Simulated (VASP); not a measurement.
Runs of VASP 6.6.1 on KCl. The structure is that of space group Pm-3m (No. 221), or close to it. The cells are those of the table. 

```tsv
task	cell	gap on the mesh (eV)	pressure (GPa)
electric field gradients	a = 3.682 Å, 2 atoms	5.20	1.2
single point	a = 3.622 Å, 2 atoms	5.45	2.7
single point	a = 3.682 Å, 2 atoms	5.20	1.2
electric field gradients	a = 3.634 Å, angles 89.4°, 2 atoms	5.40	2.4
single point	a = 3.705 Å, 2 atoms	(a)	0.7
single point	a = 3.634, b = 3.634, c = 3.561 Å, 2 atoms	5.42	3.1
electric field gradients	a = 3.560 Å, 2 atoms	(c)	(b)
electric field gradients	a = 3.598, b = 3.598, c = 3.634 Å, 2 atoms	5.48	3.1
single point	a = 3.634 Å, angles 89.4°, 2 atoms	5.40	2.4
electric field gradients	a = 3.610 Å, 2 atoms	5.51	3.1
single point	a = 3.634 Å, angles 91.1°, 2 atoms	5.40	2.4
single point	a = 3.634, b = 3.634, c = 3.598 Å, 2 atoms	5.41	2.7
```

Alike in all rows: level PBEsol; potentials or basis VASP PAW PBE potentials, release 64 (K_sv, Cl); no spin polarisation; k mesh 7 × 7 × 7; cutoff (eV) 520; smearing fermi-dirac 0.01 eV.

Problem. Fill in the values left out.

Solution. (a) 5.10; (b) 4.7; (c) 5.74.

Caveats: the PAW data sets were made with another functional, which shifts forces and pressure a little.

A k mesh can miss the band edges.
